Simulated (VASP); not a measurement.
MgO:

```
Mg O
1.0
     3.30779    0.00000    0.00000
    -1.65389    2.86463    0.00000
     0.00000    0.00000    4.98288
Mg O
2 2
Cartesian
  1.6539 0.9549 2.5022
  0.0000 1.9098 0.0108
  1.6539 0.9549 4.4968
  0.0000 1.9098 2.0053
```

Program: VASP 6.6.1. Alike in all runs: task single point; potentials or basis VASP PAW PBE potentials, release 64 (Mg, O); no spin polarisation; cell as given; cutoff (eV) 520; smearing fermi-dirac 0.05 eV.

Problem. Order these runs on this cell by their band gap on the k mesh, lowest first.
A. level PBE-based screened hybrid with 25 % exact exchange; k mesh 5 × 5 × 3; screening parameter 0.6 1/Å
B. level PBE0; k mesh 6 × 6 × 4
C. level PBE-based screened hybrid with 25 % exact exchange; k mesh 5 × 5 × 3; screening parameter 0.4 1/Å

Solution. A (4.26 eV), C (4.60 eV), B (5.77 eV).

Caveats: some runs use coarse meshes.
